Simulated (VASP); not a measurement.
# TiB2 (P6/mmm) in VASP: a series of runs

Runs on TiB2. Level: PBEsol. Tasks: single point, relaxation of cell and atoms.

Program: VASP 6.6.1. These are calculated values, not measurements. Logs are shortened: lines on timing, memory, paths and dates and some standing lists are left out, and cuts for length are marked.

## Step 1: The cell of the first run

It takes space group P6/mmm (No. 191, hexagonal). Conventional cell: a = 3.010 Å, b = 3.010 Å, c = 3.179 Å, α = 90.00°, β = 90.00°, γ = 120.00°. Ti (site symmetry 6/mmm) has 12 B at 2.36 Å and 6 Ti at 3.01 Å within 3.1 Å. Within 2.3 Å of B (site symmetry -6m2) lie 3 B at 1.74 Å.

## Step 2: Single point, PBEsol

The input, INCAR:

```
SYSTEM = TiB2
PREC = Accurate ; ENCUT = 520
EDIFF = 1E-6 ; ISMEAR = -1
SIGMA = 0.05 ; LREAL = .False.
LASPH = .True. ; NELM = 100
ALGO = Normal ; ISIF = 2
LWAVE = .False. ; LCHARG = .True.
GGA = PS ; LELF = .True.
LVHAR = .True. ; NBANDS = 16
```

The input, KPOINTS:

```
Automatic mesh
0
Gamma
  10 10 8
  0 0 0
```

The input, POSCAR:

```
TiB2
1.0
    3.0099859259      0.0000000000      0.0000000000
   -1.5049929629      2.6067242768      0.0000000000
    0.0000000000      0.0000000000      3.1791025425
Ti B
1 2
Direct
    0.0000000000      0.0000000000      0.0000000000
    0.6666666667      0.3333333333      0.5000000000
    0.3333333333      0.6666666667      0.5000000000
```

Potentials or basis: VASP PAW PBE potentials, release 64 (Ti_sv, B).

Started as:

```sh
cat potpaw_PBE.64/Ti_sv/POTCAR potpaw_PBE.64/B/POTCAR > POTCAR
mpirun -np 1 vasp_std > vasp.out
```

OUTCAR:

```text
SYSTEM = TiB2
   PREC = Accurate
   ENCUT = 520
   EDIFF = 1E-6
   ISMEAR = -1
   LREAL = .False.
   LASPH = .True.
   NELM = 100
   ISIF = 2
   GGA = PS

 ion  position               nearest neighbor table
   1  0.000  0.000  0.000-   2 2.36   3 2.36   2 2.36   3 2.36   3 2.36   3 2.36   2 2.36   2 2.36
                             2 2.36   2 2.36   3 2.36   3 2.36
   2  0.667  0.333  0.500-   3 1.74   3 1.74   3 1.74   1 2.36   1 2.36   1 2.36   1 2.36   1 2.36
                             1 2.36
   3  0.333  0.667  0.500-   2 1.74   2 1.74   2 1.74   1 2.36   1 2.36   1 2.36   1 2.36   1 2.36
                             1 2.36

  LATTYP: Found a hexagonal cell.
 ALAT       =     3.0099859259
 C/A-ratio  =     1.0561851852

  Lattice vectors:

 A1 = (   3.0099859259,   0.0000000000,   0.0000000000)
 A2 = (  -1.5049929629,   2.6067242768,   0.0000000000)
 A3 = (   0.0000000000,   0.0000000000,   3.1791025425)

Analysis of symmetry for initial positions (statically):
=====================================================================
 Subroutine PRICEL returns:
 Original cell was already a primitive cell.

 Routine SETGRP: Setting up the symmetry group for a
 hexagonal supercell.

 Subroutine GETGRP returns: Found 24 space group operations
 (whereof 24 operations were pure point group operations)
 out of a pool of 24 trial point group operations.

The static configuration has the point symmetry D_6h.

Analysis of symmetry for dynamics (positions and initial velocities):
=====================================================================
 Subroutine PRICEL returns:
 Original cell was already a primitive cell.

 Routine SETGRP: Setting up the symmetry group for a
 hexagonal supercell.

 Subroutine GETGRP returns: Found 24 space group operations
 (whereof 24 operations were pure point group operations)
 out of a pool of 24 trial point group operations.

The dynamic configuration has the point symmetry D_6h.

 Subroutine INISYM returns: Found 24 space group operations
 (whereof 24 operations are pure point group operations),
 and found     1 'primitive' translations

----------------------------------------------------------------------------------------

                                     Primitive cell

  volume of cell :      24.9439

  direct lattice vectors                    reciprocal lattice vectors
     3.009985926  0.000000000  0.000000000     0.332227467  0.191811618  0.000000000
[... 82 lines left out ...]
   ISPIN  =      1    spin polarized calculation?
   LNONCOLLINEAR =      F non collinear calculations
   LSORBIT =      F    spin-orbit coupling
   LASPH  =      T    aspherical Exc in radial PAW
   ENCUT  =  520.0 eV  38.22 Ry    6.18 a.u.   5.60  5.60  5.91*2*pi/ulx,y,z
   NELM   =    100;   NELMIN=  2; NELMDL= -5     # of ELM steps
   EDIFF  = 0.1E-05   stopping-criterion for ELM
   LREAL  =      F    real-space projection
   EDIFFG = 0.1E-04   stopping-criterion for IOM
   NSW    =      0    number of steps for IOM
   IBRION =     -1    ionic relax: 0-MD 1-quasi-New 2-CG
   NFREE  =      0    steps in history (QN), initial steepest desc. (CG)
   ISIF   =      2    stress and relaxation
   ISYM   =      2    0-nonsym 1-usesym 2-fastsym
   POTIM  = 0.5000    time-step for ionic-motion
   TEBEG  =    0.0;   TEEND  =   0.0 temperature during run
   PSTRESS=    0.0 pullay stress
   NELECT =      18.0000    total number of electrons
   NUPDOWN=      -1.0000    fix difference up-down
   EMIN   =  10.00;   EMAX   =-10.00  energy-range for DOS
   EFERMI =   0.00;   METHOD = LEGACY
   ISMEAR =    -1;   SIGMA  =   0.05  broadening in eV -4-tet -1-fermi 0-gaus
   EFERMI_NEDOS =   21; number of points for ismear=-14 and -15
   IALGO  =     38    algorithm
   IMIX   =      4    mixing-type and parameters
     AMIX     =   0.40;   BMIX     =  1.00
     AMIX_MAG =   1.60;   BMIX_MAG =  1.00
  volume/ion in A,a.u.               =       8.31        56.11
  Fermi-wavevector in a.u.,A,eV,Ry     =   1.468400  2.774873 29.336852  2.156198
  Thomas-Fermi vector in A             =   2.583902
   LORBIT       =      0    0 simple, 1 ext, 2 COOP (PROOUT), +10 PAW based schemes
   GGA     = PS    functional components
   LHFCALC =     F    Hartree Fock is set to
   AEXX    =    0.0000 exact exchange contribution
   IVDW    =     0    specifies the selected vdW correction
   LEPSILON=     F    determine dielectric tensor
   LRPA    =     F    only Hartree local field effects (RPA)
 non-spin polarized calculation
  energy-cutoff  :      520.00
  volume of cell :       24.94
 maximum number of plane-waves:       696
 NGX is ok and might be reduce to    24
   NGX = 11   NGY = 11   NGZ = 11

 number of electron      17.9999998 magnetization

 Free energy of the ion-electron system (eV)
  ---------------------------------------------------
  ext. energy  EPLUGINS =         0.00000000
  ---------------------------------------------------
  free energy    TOTEN  =       -25.78466984 eV

  energy without entropy =      -25.77794120  energy(sigma->0) =      -25.78130552

 E-fermi :  10.1401     XC(G=0): -13.0097

 val. band max:       10.1368126288   @ k =   0.3000   0.2000   0.0000
 cond. band min:      10.1637734473   @ k =   0.4000   0.2000   0.0000
 fundamental gap:      0.0269608185
 Fermi energy:        10.1400856692

 k-point     1 :       0.0000    0.0000    0.0000
  band No.  band energies     occupation
      1     -46.4027      2.00000
      2     -22.8556      2.00000
      3     -22.5400      2.00000
      4     -22.5400      2.00000
      5      -3.3912      2.00000
      6       7.5033      2.00000
[... 433 lines left out ...]
      3     -22.8100      2.00000
      4     -22.6633      2.00000
      5       0.3297      2.00000
      6       1.7630      2.00000
[... 8 lines left out ...]
     15      19.1468      0.00000
     16      20.0322      0.00000

 [... further k-points ...]
[... 5 lines left out ...]
  --------------------------------------------------------------------------------------
  -------------------------------------------------------------------------------------
  Total        0.3816647      0.3816647      0.3623336      0.0000000     -0.0000000     -0.0000000
  in kB       24.5148039     24.5148039     23.2731483      0.0000000     -0.0000000     -0.0000000
  external PRESSURE =      24.1009187 kB  Pullay stress =       0.0000000 kB

 VOLUME and BASIS-vectors are now :
 -----------------------------------------------------------------------------
  energy-cutoff  :      520.00
  volume of cell :       24.94
      direct lattice vectors                 reciprocal lattice vectors
     3.009985926  0.000000000  0.000000000     0.332227467  0.191811618  0.000000000
    -1.504992963  2.606724277  0.000000000     0.000000000  0.383623235  0.000000000
     0.000000000  0.000000000  3.179102542     0.000000000  0.000000000  0.314554182

 POSITION                                       TOTAL-FORCE (eV/Angst)
 -----------------------------------------------------------------------------------
      0.00000      0.00000      0.00000        -0.000000     -0.000000      0.000000
      1.50499      0.86891      1.58955        -0.000000      0.000000      0.000000
     -0.00000      1.73782      1.58955         0.000000     -0.000000     -0.000000
 -----------------------------------------------------------------------------------
    total drift:                               -0.000000      0.000000      0.000000

  FREE ENERGIE OF THE ION-ELECTRON SYSTEM (eV)
  ---------------------------------------------------
  free  energy   TOTEN  =       -25.7846698405 eV

  energy  without entropy=      -25.7779412045  energy(sigma->0) =      -25.78130552
```

OSZICAR:

```text
N       E                     dE             d eps       ncg     rms          rms(c)
DAV:   1     0.123236081765E+03    0.12324E+03   -0.90462E+03  2240   0.130E+03
DAV:   2    -0.234690640579E+02   -0.14671E+03   -0.14110E+03  2512   0.346E+02
DAV:   3    -0.306566871759E+02   -0.71876E+01   -0.71304E+01  3160   0.741E+01
DAV:   4    -0.308474633874E+02   -0.19078E+00   -0.19065E+00  2768   0.106E+01
DAV:   5    -0.308532722719E+02   -0.58089E-02   -0.58085E-02  3168   0.152E+00    0.177E+01
DAV:   6    -0.257847777070E+02    0.50685E+01   -0.19451E+01  3152   0.492E+01    0.396E+00
DAV:   7    -0.257834798520E+02    0.12979E-02   -0.91946E-01  2400   0.109E+01    0.357E+00
DAV:   8    -0.257871315382E+02   -0.36517E-02   -0.81235E-02  3592   0.235E+00    0.634E-01
DAV:   9    -0.257850035909E+02    0.21279E-02   -0.29373E-02  2752   0.218E+00    0.224E-01
DAV:  10    -0.257846631226E+02    0.34047E-03   -0.20155E-03  2752   0.562E-01    0.627E-02
DAV:  11    -0.257847047949E+02   -0.41672E-04   -0.47125E-04  2984   0.252E-01    0.726E-02
DAV:  12    -0.257846696923E+02    0.35103E-04   -0.14222E-04  2576   0.155E-01    0.151E-02
DAV:  13    -0.257846698405E+02   -0.14818E-06   -0.57998E-06  2760   0.207E-02
   1 F= -.25784670E+02 E0= -.25781306E+02  d E =-.672864E-02
```

Wall time 14 s (1 thread of Intel Xeon Platinum 8488C (Sapphire Rapids), shared host); peak memory 0.15 GiB.

Results:

| Item | Value |
| --- | --- |
| Free energy | -25.7847 eV |
| Pressure | 2.4 GPa |
| Band gap on the k mesh | zero (band 9 reaches 10.69 eV, above the bottom of band 10 at 9.97 eV) |

Caveat: the PAW data sets were made with another functional, which shifts forces and pressure a little.

## Step 3: Relaxation of cell and atoms, PBEsol

This run uses another cell than the first one, of 8.55 Å³/atom, 1.029 times its volume.

The input, INCAR:

```
SYSTEM = TiB2
PREC = Accurate ; ENCUT = 600
EDIFF = 1E-6 ; ISMEAR = -1
SIGMA = 0.05 ; LREAL = .FALSE.
LASPH = .TRUE. ; NELM = 80
ALGO = Normal ; ISIF = 3
LWAVE = .FALSE. ; LCHARG = .FALSE.
GGA = PS ; IBRION = 2
NSW = 60 ; EDIFFG = -0.01
```

The input, KPOINTS:

```
Automatic mesh
0
G
  10 10 8
  0 0 0
```

The input, POSCAR:

```
TiB2
1.0
    3.0292000000      0.0000000000      0.0000000000
   -1.5146000000      2.6233641531      0.0000000000
    0.0000000000      0.0000000000      3.2284000000
Ti B
1 2
Direct
    0.0000000000      0.0000000000      0.0000000000
    0.6666666667      0.3333333333      0.5000000000
    0.3333333333      0.6666666667      0.5000000000
```

Potentials or basis: VASP PAW PBE potentials, release 64 (Ti_sv, B).

Started as:

```sh
cat potpaw_PBE.64/Ti_sv/POTCAR potpaw_PBE.64/B/POTCAR > POTCAR
mpirun -np 1 vasp_std > vasp.out
```

Wall time 43 s (1 thread of Intel Xeon Platinum 8488C (Sapphire Rapids), shared host); peak memory 0.16 GiB.

It converged, with:

| Quantity | Value |
| --- | --- |
| Free energy | -25.7888 eV |
| Relaxed volume | 8.39 Å³/atom |
| Relaxed cell | a = 3.018 Å, b = 3.018 Å, c = 3.190 Å, α = 90.00°, β = 90.00°, γ = 120.00° |
| Space group after relaxing (to 0.05 Å) | P6/mmm (No. 191) |
| Energy gained by relaxing | 2.8 meV/atom |
| Ionic steps | 4 |
| Pressure after relaxing | 0.0 GPa |
| Band gap on the k mesh | zero (band 9 reaches 10.58 eV, above the bottom of band 10 at 9.88 eV) |

Step by step:
```csv
step,energy change (eV),largest force (eV/Å),pressure (GPa),volume (Å³)
1,0.0000,0.0000,-4.73,25.66
2,-0.0020,0.0000,4.80,24.73
3,-0.0080,0.0000,0.25,25.15
4,-0.0085,0.0000,0.02,25.16
```

Final structure:
```
Ti B
1.0
     3.01784    0.00000    0.00000
    -1.50892    2.61352    0.00000
     0.00000    0.00000    3.18970
Ti B
1 2
Direct
  0.00000 0.00000 0.00000
  0.66667 0.33333 0.50000
  0.33333 0.66667 0.50000
```

Levels at points of the mesh, in eV from the Fermi level:
```csv
k point,band 6,band 7,band 8,band 9,band 10,band 11,band 12,band 13
"(0.00, 0.00, 0.00)",-2.61,-2.61,-2.14,-2.10,2.03,2.03,3.90,3.90
"(0.50, 0.00, 0.00)",-9.15,-3.21,-3.15,-2.27,1.47,2.88,3.39,3.57
"(0.00, 0.00, 0.50)",-7.61,-0.47,-0.47,-0.17,-0.17,0.51,0.51,1.86
"(0.50, 0.00, 0.50)",-7.45,-4.66,-3.84,-3.07,2.69,3.08,4.78,4.85
```

Caveat: the PAW data sets were made with another functional, which shifts forces and pressure a little.

## Step 4: Relaxation of cell and atoms, PBEsol, target pressure 2 GPa, at which the enthalpy is minimised

This run uses another cell than the first one, of 8.55 Å³/atom, 1.029 times its volume.

The input, INCAR:

```
PREC     = Accurate       # precision mode
ENCUT    = 600            # plane-wave cutoff, eV
EDIFF    = 1E-6           # SCF threshold, eV
ISMEAR   = -1             # smearing method
SIGMA    = 0.05           # smearing width, eV
LREAL    = False          # projectors in reciprocal space
LASPH    = True           # aspherical terms in the spheres
NELM     = 80             # most SCF steps
ALGO     = Normal         # electronic algorithm
ISIF     = 3              # what is computed and relaxed
LWAVE    = False          # write WAVECAR
LCHARG   = False          # write CHGCAR
GGA      = PS             # functional
IBRION   = 2              # ionic algorithm
NSW      = 60             # ionic steps
EDIFFG   = -0.01          # ionic threshold
PSTRESS  = 20.0
```

The input, KPOINTS:

```
Automatic mesh
0
Gamma
  10 10 8
```

POSCAR is that of step 3.

Started as:

```sh
cat potpaw_PBE.64/Ti_sv/POTCAR potpaw_PBE.64/B/POTCAR > POTCAR
mpirun -np 1 vasp_std > vasp.out
```

It took 43 s on 1 thread of Intel Xeon Platinum 8488C (Sapphire Rapids), shared host; peak memory 0.17 GiB.

Results (log left out):

- Free energy: -25.7876 eV
- Relaxed volume: 8.32 Å³/atom
- Relaxed cell: a = 3.011 Å, b = 3.011 Å, c = 3.180 Å, α = 90.00°, β = 90.00°, γ = 120.00°
- Space group after relaxing (to 0.05 Å): P6/mmm (No. 191)
- Energy change on relaxing (the enthalpy is what falls): -2.5 meV/atom
- Ionic steps: 4
- Pressure after relaxing: 2.0 GPa
- Band gap on the k mesh: zero (band 9 reaches 10.67 eV, above the bottom of band 10 at 9.96 eV)

Step by step:
```
step  energy change (eV)  largest force (eV/Å)  pressure (GPa)  volume (Å³)
   1              0.0000                0.0000           -4.73        25.66
   2              0.0150                0.0000            9.40        24.34
   3             -0.0066                0.0000            2.18        24.97
   4             -0.0074                0.0000            1.99        24.97
```

Final structure:
```
Ti B
1.0
     3.01114    0.00000    0.00000
    -1.50557    2.60772    0.00000
     0.00000    0.00000    3.18013
Ti B
1 2
Direct
  0.00000 0.00000 0.00000
  0.66667 0.33333 0.50000
  0.33333 0.66667 0.50000
```

Levels at points of the mesh, in eV from the Fermi level:
| k point | band 5 | band 6 | band 7 | band 8 | band 9 | band 10 | band 11 | band 12 | band 13 |
| --- | --- | --- | --- | --- | --- | --- | --- | --- | --- |
| (0.00, 0.00, 0.00) | -13.52 | -2.63 | -2.63 | -2.13 | -2.11 | 2.06 | 2.06 | 3.94 | 3.94 |
| (0.50, 0.00, 0.00) | -9.41 | -9.16 | -3.23 | -3.16 | -2.29 | 1.48 | 2.91 | 3.43 | 3.59 |
| (0.00, 0.00, 0.50) | -11.46 | -7.64 | -0.47 | -0.47 | -0.17 | -0.17 | 0.52 | 0.52 | 1.89 |
| (0.50, 0.00, 0.50) | -9.75 | -7.47 | -4.69 | -3.86 | -3.07 | 2.73 | 3.11 | 4.84 | 4.90 |

Caveat: the cell is relaxed towards a set pressure, so the enthalpy falls and the energy may rise; the PAW data sets were made with another functional, which shifts forces and pressure a little.

(Part 1 of 2 ends here.)
